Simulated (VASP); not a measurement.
# Mg2ZnS3 in VASP: notebook

Mg2ZnS3 is run at these levels: PBE; tasks: single point.

All numbers are computed with VASP 6.6.1; they aren't measurements. Logs are shortened: lines on timing, memory, paths and dates and some standing lists are left out, and cuts for length are marked.

### 1 The cell of the first run

Symmetry: Cmc2_1, No. 36, orthorhombic system. The conventional cell has a = 11.955 Å, b = 6.899 Å, c = 6.436 Å, α = 90.00°, β = 90.00°, γ = 90.00°. Within 3.3 Å of Mg (site symmetry 1) lie 4 S at 2.46 to 2.47 Å. Within 3.1 Å of Zn (site symmetry m) lie 4 S at 2.36 to 2.37 Å. Within 3.1 Å of S (site symmetry m) lie 2 Zn at 2.36 to 2.37 Å and 2 Mg at 2.46 Å. Within 3.1 Å of S (site symmetry 1) lie 1 Zn at 2.37 Å and 3 Mg at 2.46 to 2.47 Å.

### 2 Single point, PBE

Contents of INCAR:

```
SYSTEM = Mg2ZnS3
ALGO     = Normal         ! electronic algorithm
EDIFF    = 1E-7           ! SCF threshold, eV
ENCUT    = 520            ! plane-wave cutoff, eV
GGA      = PE             ! functional
ISIF     = 2              ! what is computed and relaxed
ISMEAR   = 0              ! smearing method
LASPH    = .TRUE.         ! aspherical terms in the spheres
LCHARG   = .FALSE.        ! write CHGCAR
LREAL    = .FALSE.        ! projectors in reciprocal space
LWAVE    = .FALSE.        ! write WAVECAR
NBANDS   = 46             ! bands
NELM     = 100            ! most SCF steps
PREC     = Accurate       ! precision mode
SIGMA    = 0.15           ! smearing width, eV
```

Contents of KPOINTS:

```
k-points
0
G
  2 2 2
  0 0 0
```

Contents of POSCAR:

```
Mg2ZnS3
1.0
    5.9772791668     -3.4494113144      0.0000000000
    5.9772791668      3.4494113144      0.0000000000
    0.0000000000      0.0000000000      6.4356209928
Mg Zn S
4 2 6
Direct
    0.1662177063      0.5037903169      0.0037775510
    0.4962096831      0.8337822937      0.0037775510
    0.8337822937      0.4962096831      0.5037775510
    0.5037903169      0.1662177063      0.5037775510
    0.8365328484      0.1634671516      0.0049737394
    0.1634671516      0.8365328484      0.5049737394
    0.1555709129      0.8444290871      0.8731016344
    0.5100070815      0.1668919462      0.8871847621
    0.8331080538      0.4899929185      0.8871847621
    0.8444290871      0.1555709129      0.3731016344
    0.1668919462      0.5100070815      0.3871847621
    0.4899929185      0.8331080538      0.3871847621
```

Potentials or basis: VASP PAW PBE potentials, release 64 (Mg, Zn, S).

Started as:

```bash
$ cat potpaw_PBE.64/Mg/POTCAR potpaw_PBE.64/Zn/POTCAR potpaw_PBE.64/S/POTCAR > POTCAR
$ mpirun -np 1 vasp_std > vasp.out
```

OUTCAR:

```text
SYSTEM = Mg2ZnS3
   EDIFF = 1E-7
   ENCUT = 520
   GGA = PE
   ISIF = 2
   ISMEAR = 0
   LASPH = .TRUE.
   LREAL = .FALSE.
   NELM = 100
   PREC = Accurate

 ion  position               nearest neighbor table
   1  0.166  0.504  0.004-   7 2.46   9 2.46   8 2.47  11 2.47
   2  0.496  0.834  0.004-   7 2.46   8 2.46   9 2.47  12 2.47
   3  0.834  0.496  0.504-  10 2.46  11 2.46  12 2.47   9 2.47
   4  0.504  0.166  0.504-  10 2.46  12 2.46  11 2.47   8 2.47
   5  0.837  0.163  0.005-   7 2.36   8 2.37   9 2.37  10 2.37
   6  0.163  0.837  0.505-  10 2.36  11 2.37  12 2.37   7 2.37
   7  0.156  0.844  0.873-   5 2.36   6 2.37   1 2.46   2 2.46
   8  0.510  0.167  0.887-   5 2.37   2 2.46   1 2.47   4 2.47
   9  0.833  0.490  0.887-   5 2.37   1 2.46   2 2.47   3 2.47
  10  0.844  0.156  0.373-   6 2.36   5 2.37   4 2.46   3 2.46
  11  0.167  0.510  0.387-   6 2.37   3 2.46   4 2.47   1 2.47
  12  0.490  0.833  0.387-   6 2.37   4 2.46   3 2.47   2 2.47

  LATTYP: Found a base centered orthorhombic cell.
 ALAT       =     6.8988226288
 B/A-ratio  =     1.7328403667
 C/A-ratio  =     0.9328578714

  Lattice vectors:

 A1 = (  -5.9772791668,  -3.4494113144,   0.0000000000)
 A2 = (   5.9772791668,  -3.4494113144,   0.0000000000)
 A3 = (   0.0000000000,   0.0000000000,   6.4356209928)

Analysis of symmetry for initial positions (statically):
=====================================================================
 Subroutine PRICEL returns:
 Original cell was already a primitive cell.

 Routine SETGRP: Setting up the symmetry group for a
 base centered orthorhombic supercell.

 Subroutine GETGRP returns: Found  4 space group operations
 (whereof  2 operations were pure point group operations)
 out of a pool of  8 trial point group operations.

The static configuration has the point symmetry C_1h.
 The point group associated with its full space group is C_2v.

Analysis of symmetry for dynamics (positions and initial velocities):
=====================================================================
 Subroutine PRICEL returns:
 Original cell was already a primitive cell.

 Routine SETGRP: Setting up the symmetry group for a
 base centered orthorhombic supercell.

 Subroutine GETGRP returns: Found  4 space group operations
 (whereof  2 operations were pure point group operations)
 out of a pool of  8 trial point group operations.

The dynamic configuration has the point symmetry C_1h.
 The point group associated with its full space group is C_2v.

 Subroutine INISYM returns: Found  4 space group operations
 (whereof  2 operations are pure point group operations),
 and found     1 'primitive' translations

----------------------------------------------------------------------------------------

                                     Primitive cell

  volume of cell :     265.3805

  direct lattice vectors                    reciprocal lattice vectors
     5.977279167 -3.449411314  0.000000000     0.083650100 -0.144952270  0.000000000
     5.977279167  3.449411314  0.000000000     0.083650100  0.144952270  0.000000000
     0.000000000  0.000000000  6.435620993     0.000000000  0.000000000  0.155385160

  length of vectors
     6.901181396  6.901181396  6.435620993     0.167357401  0.167357401  0.155385160

  position of ions in fractional coordinates (direct lattice)
     0.166217706  0.503790317  0.003777551
     0.496209683  0.833782294  0.003777551
     0.833782294  0.496209683  0.503777551
     0.503790317  0.166217706  0.503777551
     0.836532848  0.163467152  0.004973739
     0.163467152  0.836532848  0.504973739
     0.155570913  0.844429087  0.873101634
     0.510007081  0.166891946  0.887184762
     0.833108054  0.489992919  0.887184762
     0.844429087  0.155570913  0.373101634
     0.166891946  0.510007081  0.387184762
     0.489992919  0.833108054  0.387184762

  ion indices of the primitive-cell ions
   primitive index   ion index
                 1           1
                 2           2
                 3           3
                 4           4
                 5           5
                 6           6
                 7           7
                 8           8
                 9           9
                10          10
                11          11
                12          12

----------------------------------------------------------------------------------------

 KPOINTS: k-points

Automatic generation of k-mesh.
 Grid dimensions read from file:
 generate k-points for:    2    2    2

 Generating k-lattice:

  Cartesian coordinates                     Fractional coordinates (reciprocal lattice)
     0.041825050 -0.072476135  0.000000000     0.500000000 -0.000000000  0.000000000
     0.041825050  0.072476135  0.000000000    -0.000000000  0.500000000  0.000000000
     0.000000000  0.000000000  0.077692580     0.000000000  0.000000000  0.500000000

  Length of vectors
     0.083678701  0.083678701  0.077692580

[... 32 lines left out ...]
   ENCUT  =  520.0 eV  38.22 Ry    6.18 a.u.  12.83 12.83 11.97*2*pi/ulx,y,z
   NELM   =    100;   NELMIN=  2; NELMDL= -5     # of ELM steps
   EDIFF  = 0.1E-06   stopping-criterion for ELM
   LREAL  =      F    real-space projection
   EDIFFG = 0.1E-05   stopping-criterion for IOM
   NSW    =      0    number of steps for IOM
   IBRION =     -1    ionic relax: 0-MD 1-quasi-New 2-CG
   NFREE  =      0    steps in history (QN), initial steepest desc. (CG)
   ISIF   =      2    stress and relaxation
   ISYM   =      2    0-nonsym 1-usesym 2-fastsym
   POTIM  = 0.5000    time-step for ionic-motion
   TEBEG  =    0.0;   TEEND  =   0.0 temperature during run
   PSTRESS=    0.0 pullay stress
   NELECT =      68.0000    total number of electrons
   NUPDOWN=      -1.0000    fix difference up-down
   EMIN   =  10.00;   EMAX   =-10.00  energy-range for DOS
   EFERMI =   0.00;   METHOD = LEGACY
   ISMEAR =     0;   SIGMA  =   0.15  broadening in eV -4-tet -1-fermi 0-gaus
   EFERMI_NEDOS =   21; number of points for ismear=-14 and -15
   IALGO  =     38    algorithm
   IMIX   =      4    mixing-type and parameters
     AMIX     =   0.40;   BMIX     =  1.00
     AMIX_MAG =   1.60;   BMIX_MAG =  1.00
  volume/ion in A,a.u.               =      22.12       149.24
  Fermi-wavevector in a.u.,A,eV,Ry     =   1.039812  1.964960 14.710740  1.081209
  Thomas-Fermi vector in A             =   2.174359
   LORBIT       =      0    0 simple, 1 ext, 2 COOP (PROOUT), +10 PAW based schemes
   GGA     = PE    functional components
   LHFCALC =     F    Hartree Fock is set to
   AEXX    =    0.0000 exact exchange contribution
   IVDW    =     0    specifies the selected vdW correction
   LEPSILON=     F    determine dielectric tensor
   LRPA    =     F    only Hartree local field effects (RPA)
 non-spin polarized calculation
 Gauss-broadening in eV      SIGMA  =   0.15
  energy-cutoff  :      520.00
  volume of cell :      265.38
 maximum number of plane-waves:      7164
 NGX is ok and might be reduce to    54
   NGX = 25   NGY = 25   NGZ = 23

 number of electron      67.9999981 magnetization

 Free energy of the ion-electron system (eV)
  ---------------------------------------------------
  ext. energy  EPLUGINS =         0.00000000
  ---------------------------------------------------
  free energy    TOTEN  =       -47.54141430 eV

  energy without entropy =      -47.54141430  energy(sigma->0) =      -47.54141430

 E-fermi :   2.0322     XC(G=0):  -8.6788

 val. band max:        1.3320754556   @ k =   0.0000   0.0000   0.0000
 cond. band min:       4.2944378921   @ k =   0.0000   0.0000   0.0000
 fundamental gap:      2.9623624365
 Fermi energy:         2.0321566743

 k-point     1 :       0.0000    0.0000    0.0000
  band No.  band energies     occupation
      1     -10.5504      2.00000
      2      -9.7904      2.00000
      3      -9.6677      2.00000
      4      -9.6671      2.00000
      5      -9.5666      2.00000
      6      -9.5650      2.00000
[... 38 lines left out ...]
     45       8.4949      0.00000
     46       8.8024      0.00000
[... 204 lines left out ...]
      6      -9.6701      2.00000
[... 38 lines left out ...]
     45       8.0698      0.00000
     46       8.0698      0.00000

------------------------ aborting loop because EDIFF is reached ----------------------------------------

  FORCE on cell =-STRESS in cart. coord.  units (eV):
  Direction    XX          YY          ZZ          XY          YZ          ZX
  --------------------------------------------------------------------------------------
  -------------------------------------------------------------------------------------
  Total       -0.0761568     -0.0502652     -0.1771172      0.0000000      0.0000000      0.0000000
  in kB       -0.4597802     -0.3034653     -1.0693067      0.0000000      0.0000000      0.0000000
  external PRESSURE =      -0.6108508 kB  Pullay stress =       0.0000000 kB

 VOLUME and BASIS-vectors are now :
 -----------------------------------------------------------------------------
  energy-cutoff  :      520.00
  volume of cell :      265.38
      direct lattice vectors                 reciprocal lattice vectors
     5.977279167 -3.449411314  0.000000000     0.083650100 -0.144952270  0.000000000
     5.977279167  3.449411314  0.000000000     0.083650100  0.144952270  0.000000000
     0.000000000  0.000000000  6.435620993     0.000000000  0.000000000  0.155385160

 POSITION                                       TOTAL-FORCE (eV/Angst)
 -----------------------------------------------------------------------------------
      4.00482      1.16443      0.02431        -0.008269     -0.005490     -0.007259
      7.94973      1.16443      0.02431         0.008269     -0.005490     -0.007259
      7.94973     -1.16443      3.24212         0.008269      0.005490     -0.007259
      4.00482     -1.16443      3.24212        -0.008269      0.005490     -0.007259
      5.97728     -2.32168      0.03201         0.000000      0.007966      0.003953
      5.97728      2.32168      3.24982         0.000000     -0.007966      0.003953
      5.97728      2.37616      5.61895         0.000000     -0.030483      0.004000
      4.04601     -1.18355      5.70958        -0.020460      0.014661      0.003282
      7.90854     -1.18355      5.70958         0.020460      0.014661      0.003282
      5.97728     -2.37616      2.40114         0.000000      0.030483      0.004000
      4.04601      1.18355      2.49177        -0.020460     -0.014661      0.003282
      7.90854      1.18355      2.49177         0.020460     -0.014661      0.003282
 -----------------------------------------------------------------------------------
    total drift:                                0.000001     -0.000000      0.001118

  FREE ENERGIE OF THE ION-ELECTRON SYSTEM (eV)
  ---------------------------------------------------
  free  energy   TOTEN  =       -47.5414143009 eV

  energy  without entropy=      -47.5414143008  energy(sigma->0) =      -47.54141430
```

Wall time 56 s (1 thread of Intel Xeon 6975P-C (Granite Rapids), shared host); peak memory 0.4 GiB.

Results:

```yaml
Free_energy: -47.5414 eV
Pressure: -0.1 GPa
Largest_force: 0.031 eV/Å
Band_gap_on_the_k_mesh: 2.96 eV
```

Forces in eV/Å, atoms in the order of the input:
```
Mg  -0.008 -0.005 -0.007
Mg   0.008 -0.005 -0.007
Mg   0.008  0.005 -0.007
Mg  -0.008  0.005 -0.007
Zn   0.000  0.008  0.004
Zn   0.000 -0.008  0.004
S    0.000 -0.030  0.004
S   -0.020  0.015  0.003
S    0.020  0.015  0.003
S    0.000  0.030  0.004
S   -0.020 -0.015  0.003
S    0.020 -0.015  0.003
```

Levels at points of the mesh, in eV from the valence-band top:
```csv
k point,band 30,band 31,band 32,band 33,band 34,band 35,band 36,band 37,band 38,band 39
"(0.00, 0.00, 0.00)",-0.61,-0.61,-0.05,-0.04,0.00,2.96,4.09,4.67,4.70,6.44
"(0.50, 0.00, 0.00)",-0.67,-0.58,-0.50,-0.46,-0.38,4.31,4.68,5.04,5.17,5.44
"(0.50, 0.50, 0.00)",-0.79,-0.60,-0.55,-0.39,-0.33,4.21,4.92,4.98,5.15,5.31
"(0.00, 0.00, 0.50)",-0.73,-0.33,-0.33,-0.32,-0.32,4.28,4.28,5.13,5.13,5.69
"(0.50, 0.00, 0.50)",-0.98,-0.85,-0.85,-0.76,-0.76,4.22,4.22,5.10,5.10,5.42
"(0.50, 0.50, 0.50)",-0.95,-0.86,-0.86,-0.82,-0.82,4.21,4.21,5.10,5.10,5.49
```

Caveat: the k points lie up to 0.53 Å⁻¹ apart.

### 3 Single point, PBE

Contents of INCAR:

```
PREC = Accurate ; ENCUT = 520
EDIFF = 1E-6 ; ISMEAR = 0
SIGMA = 0.1 ; LREAL = False
LASPH = True ; NELM = 60
ALGO = Normal ; ISIF = 2
LWAVE = False ; LCHARG = False
GGA = PE ; NBANDS = 46
```

Contents of KPOINTS:

```
regular mesh
0
Gamma
  2 2 2
```

Contents of POSCAR:

```
Mg2ZnS3
1.0
    0.0000000000      0.0000000000     -6.4341823743
    0.0000000000      6.9006872810      0.0000000000
    5.9776987887     -3.4503436405      0.0000000000
Mg Zn S
4 2 6
Direct
    0.4962597119      0.5035823208      0.6698497808
    0.4962597119      0.8337325400      0.3301502192
    0.9962597119      0.4964176792      0.3301502192
    0.9962597119      0.1662674600      0.6698497808
    0.4951611941      0.1633576023      0.0000000000
    0.9951611941      0.8366423977      0.0000000000
    0.6269676884      0.8441481959      0.0000000000
    0.6126758469      0.1668961334      0.6768805827
    0.6126758469      0.4900155507      0.3231194173
    0.1269676884      0.1558518041      0.0000000000
    0.1126758469      0.5099844493      0.6768805827
    0.1126758469      0.8331038666      0.3231194173
```

Potentials or basis: VASP PAW PBE potentials, release 64 (Mg, Zn, S).

Started as:

```bash
$ cat potpaw_PBE.64/Mg/POTCAR potpaw_PBE.64/Zn/POTCAR potpaw_PBE.64/S/POTCAR > POTCAR
$ mpirun -np 1 vasp_std > vasp.out
```

It took 47 s on 1 thread of Intel Xeon 6975P-C (Granite Rapids), shared host; peak memory 0.38 GiB.

The run converged. Its results:

```yaml
Free_energy: -47.5416 eV
Pressure: -0.1 GPa
Largest_force: 0.022 eV/Å
Band_gap_on_the_k_mesh: 2.96 eV
```

Forces on the atoms (eV/Å):
```
Mg  -0.003 -0.002 -0.004
Mg   0.003 -0.002 -0.004
Mg   0.003  0.002 -0.004
Mg  -0.003  0.002 -0.004
Zn   0.000  0.003  0.003
Zn   0.000 -0.003  0.003
S    0.000 -0.019  0.010
S   -0.019  0.011 -0.003
S    0.019  0.011 -0.003
S    0.000  0.019  0.010
S   -0.019 -0.011 -0.003
S    0.019 -0.011 -0.003
```

Levels at points of the mesh, in eV from the valence-band top:
```
           k point  band 32  band 33  band 34  band 35  band 36  band 37
(0.00, 0.00, 0.00)    -0.05    -0.04     0.00     2.96     4.09     4.68
(0.50, 0.00, 0.00)    -0.34    -0.32    -0.32     4.28     4.28     5.13
(0.00, 0.50, 0.00)    -0.50    -0.46    -0.38     4.31     4.67     5.04
(0.50, 0.50, 0.00)    -0.85    -0.76    -0.76     4.22     4.22     5.10
(0.00, 0.00, 0.50)    -0.55    -0.39    -0.33     4.21     4.91     4.98
(0.50, 0.00, 0.50)    -0.86    -0.82    -0.82     4.21     4.21     5.10
```

Caveat: the k points lie up to 0.53 Å⁻¹ apart.

### 4 Single point, PBE

Contents of INCAR:

```
PREC = Accurate ; ENCUT = 520
EDIFF = 1E-6 ; ISMEAR = 0
SIGMA = 0.1 ; LREAL = False
LASPH = True ; NELM = 80
ALGO = Normal ; ISIF = 2
LWAVE = False ; LCHARG = True
GGA = PE ; LELF = True
LVHAR = True ; NBANDS = 46
```

KPOINTS is that of step 3.

Contents of POSCAR:

```
Mg2ZnS3
1.0
    0.0000920105     -0.0003550839     -6.4292408620
    0.0004076917      6.8989614139      0.0003285720
    5.9837693823     -3.4492519527     -0.0001520546
Mg Zn S
4 2 6
Direct
    0.4965435327      0.5036827232      0.6696753452
    0.4964951049      0.8340178729      0.3304032204
    0.9964314128      0.4964248746      0.3303832984
    0.9964440157      0.1660240310      0.6695702523
    0.4951297032      0.1634421620      0.0000418640
    0.9952323691      0.8364470462     -0.0000530271
    0.6267678501      0.8439254581      0.0000480182
    0.6125469700      0.1670451535      0.6771521449
    0.6125607914      0.4898853570      0.3228315887
    0.1267010288      0.1559698670     -0.0000219099
    0.1125811452      0.5100531370      0.6770197419
    0.1125660759      0.8330823175      0.3229494630
```

Started as:

```bash
$ cat potpaw_PBE.64/Mg/POTCAR potpaw_PBE.64/Zn/POTCAR potpaw_PBE.64/S/POTCAR > POTCAR
$ mpirun -np 1 vasp_std > vasp.out
```

Wall time 60 s (1 thread of Intel Xeon 6975P-C (Granite Rapids), shared host); peak memory 0.4 GiB.

The run converged. Its results:

| Quantity | Value |
| --- | --- |
| Free energy | -47.5415 eV |
| Pressure | -0.1 GPa |
| Largest force | 0.032 eV/Å |
| Band gap on the k mesh | 2.96 eV |

Forces on the atoms (eV/Å):
```
Mg  -0.002 -0.003  0.000
Mg   0.001 -0.002 -0.001
Mg  -0.003  0.001 -0.004
Mg   0.003  0.000 -0.002
Zn  -0.001 -0.003  0.005
Zn   0.000  0.002  0.006
S   -0.001 -0.010  0.009
S   -0.029  0.008 -0.005
S    0.030  0.008 -0.005
S    0.001  0.017  0.009
S   -0.025 -0.007 -0.006
S    0.025 -0.011 -0.006
```

Levels at points of the mesh, in eV from the valence-band top:
| k point | band 30 | band 31 | band 32 | band 33 | band 34 | band 35 | band 36 | band 37 | band 38 | band 39 |
| --- | --- | --- | --- | --- | --- | --- | --- | --- | --- | --- |
| (0.00, 0.00, 0.00) | -0.62 | -0.62 | -0.06 | -0.05 | 0.00 | 2.96 | 4.07 | 4.67 | 4.69 | 6.44 |
| (0.50, 0.00, 0.00) | -0.74 | -0.34 | -0.34 | -0.34 | -0.33 | 4.27 | 4.27 | 5.13 | 5.13 | 5.68 |
| (0.00, 0.50, 0.00) | -0.68 | -0.58 | -0.51 | -0.47 | -0.38 | 4.30 | 4.67 | 5.04 | 5.16 | 5.43 |
| (0.50, 0.50, 0.00) | -0.98 | -0.86 | -0.85 | -0.77 | -0.77 | 4.21 | 4.21 | 5.10 | 5.10 | 5.41 |
| (0.00, 0.00, 0.50) | -0.80 | -0.60 | -0.56 | -0.40 | -0.33 | 4.19 | 4.91 | 4.97 | 5.14 | 5.30 |
| (0.50, 0.00, 0.50) | -0.95 | -0.87 | -0.87 | -0.82 | -0.82 | 4.20 | 4.20 | 5.10 | 5.10 | 5.48 |
| (0.00, 0.50, 0.50) | -0.68 | -0.58 | -0.51 | -0.47 | -0.38 | 4.30 | 4.67 | 5.03 | 5.17 | 5.43 |
| (0.50, 0.50, 0.50) | -0.98 | -0.86 | -0.85 | -0.77 | -0.77 | 4.21 | 4.21 | 5.10 | 5.10 | 5.41 |

Caveat: the k points lie up to 0.53 Å⁻¹ apart.

### 5 The runs side by side

| cell | smearing | gap on the mesh (eV) | pressure (GPa) | largest force (eV/Å) |
| --- | --- | --- | --- | --- |
| a = 6.901, b = 6.901, c = 6.436 Å, angles 90.0, 90.0, 60.0°, 12 atoms | gaussian 0.15 eV | 2.96 | -0.1 | 0.03 |
| a = 6.434, b = 6.901, c = 6.902 Å, angles 120.0, 90.0, 90.0°, 12 atoms | gaussian 0.1 eV | 2.96 | -0.1 | 0.02 |
| a = 6.429, b = 6.899, c = 6.907 Å, angles 120.0, 90.0, 90.0°, 12 atoms | gaussian 0.1 eV | 2.96 | -0.1 | 0.03 |

Alike in all rows: task single point; level PBE; potentials or basis VASP PAW PBE potentials, release 64 (Mg, Zn, S); no spin polarisation; k mesh 2 × 2 × 2; cutoff (eV) 520.

Caveats: all runs use coarse meshes.

Total energies depend on the potentials used, so only differences within one code and one set of settings carry meaning.
